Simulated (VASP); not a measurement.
Ag: relaxation of cell and atoms with LDA

The system is Ag.

```
Ag
1.0
     0.00000    2.00091    2.00091
     2.00091    0.00000    2.00091
     2.00091    2.00091    0.00000
Ag
1
Direct
  0.00000 0.00000 0.00000
```

* Program: VASP 6.6.1
* Task: relaxation of cell and atoms
* Functional: LDA
* Potentials or basis: VASP PAW LDA potentials, release 64 (Ag)
* Cutoff: 600 eV
* k mesh: 16 × 16 × 16
* Occupations: fermi-dirac, width 0.15 eV
* Spin: no spin polarisation
* Dipole correction: no
* Further INCAR settings: ALGO = Normal; EDIFF = 1e-07; IBRION = 2; EDIFFG = -0.001; NSW = 80; ISIF = 3

```yaml
Relaxed_volume: 16.04 Å³/atom
Relaxed_cell: a = 2.831 Å, b = 2.831 Å, c = 2.831 Å, α = 60.00°, β = 60.00°, γ = 60.00°
Space_group_after_relaxing_to_0.05_Å: Fm-3m (No. 225)
Energy_gained_by_relaxing: 0.0 meV/atom
Ionic_steps: 3
Pressure_after_relaxing: 0.0 GPa
```

Final structure:
```yaml
crystal:
  lattice:
    - [0.00000, 2.00150, 2.00150]
    - [2.00150, 0.00000, 2.00150]
    - [2.00150, 2.00150, 0.00000]
  atoms:
    - { symbol: Ag, position: [0.00000, 0.00000, 0.00000] }
```

Levels at points of the mesh, in eV from the Fermi level:
| k point | band 4 | band 5 | band 6 | band 7 | band 8 | band 9 |
| --- | --- | --- | --- | --- | --- | --- |
| (0.00, 0.00, 0.00) | -5.00 | -3.83 | -3.83 | 16.14 | 20.01 | 20.01 |
| (0.50, 0.00, 0.00) | -2.93 | -2.93 | -0.60 | 3.93 | 15.41 | 18.36 |
| (0.50, 0.50, 0.00) | -2.70 | -2.70 | 1.49 | 7.22 | 10.88 | 10.88 |

Wall time 45 s on 1 thread of Intel Xeon 8259CL, with other jobs on the host, peak memory 0.15 GiB.
